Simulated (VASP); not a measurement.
Input of a VASP 6.6.1 run:

INCAR

```
PREC = Accurate
ENCUT = 520
EDIFF = 1E-6
ISMEAR = 0
SIGMA = 0.01
LREAL = F
LASPH = T
NELM = 60
ALGO = Normal
ISIF = 2
LWAVE = F
LCHARG = F
GGA = CA
NBANDS = 11
```

KPOINTS

```
Automatic mesh
0
Gamma
  8 8 8
```

File POSCAR:

```
BAs
1.0
    0.0000000000      2.3659412694      2.3659412694
    2.3659412694      0.0000000000      2.3659412694
    2.3659412694      2.3659412694      0.0000000000
B As
1 1
Direct
    0.0000000000      0.0000000000      0.0000000000
    0.2500000000      0.2500000000      0.2500000000
```

Potentials or basis: VASP PAW LDA potentials, release 64 (B, As).

The run is started by

```bash
$ cat potpaw_LDA.64/B/POTCAR potpaw_LDA.64/As/POTCAR > POTCAR
$ mpirun -np 1 vasp_std > vasp.out
```

Problem. Estimate the pressure.

Solution. 1.0 GPa.

Problem. Predict the band gap on the k mesh.

Solution. 1.11 eV, indirect (least direct gap 3.29 eV).

A k mesh can miss the band edges. A hybrid or GW would open this gap; LDA tends to underestimate it.
